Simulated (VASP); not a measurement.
AlCr2C, 8 atoms in the cell. Symmetry: P6_3/mmc, No. 194, hexagonal system. The conventional cell has a = 2.782 Å, b = 2.782 Å, c = 12.450 Å, α = 90.00°, β = 90.00°, γ = 120.00°. Within 3.4 Å of Al (site symmetry -6m2) lie 6 Cr at 2.59 Å and 6 Al at 2.78 Å. Cr (site symmetry 3m) has 3 C at 1.93 Å and 3 Al at 2.59 Å within 2.6 Å. Within 2.6 Å of C (site symmetry -3m) lie 6 Cr at 1.93 Å.  This cell differs from its parent crystal: volume scaled by 0.94, then relaxed in part.

- Program: VASP 6.6.1
- Task: single point
- Functional: PBE
- Potentials or basis: VASP PAW PBE potentials, release 64 (Al, Cr_pv, C)
- Cutoff: 520 eV
- k mesh: 12 × 12 × 4
- Occupations: gaussian, width 0.1 eV
- Spin: no spin polarisation
- Dipole correction: no
- Further INCAR settings: ALGO = Normal; EDIFF = 1e-07; NBANDS = 41

Potentials or basis: VASP PAW PBE potentials, release 64 (Al, Cr_pv, C).

Launch:

```bash
$ cat potpaw_PBE.64/Al/POTCAR potpaw_PBE.64/Cr_pv/POTCAR potpaw_PBE.64/C/POTCAR > POTCAR
$ mpirun -np 1 vasp_std > vasp.out
```

Hardware: 1 thread of AMD EPYC 9R45 96-Core Processor (Zen 5), on a shared host.

Q: How long does it take, and how much memory?

A: It took 2.1 min on 1 thread of AMD EPYC 9R45 96-Core Processor (Zen 5), on a shared host, peak memory 0.29 GiB. Counts: scf iterations 16, k points 57.
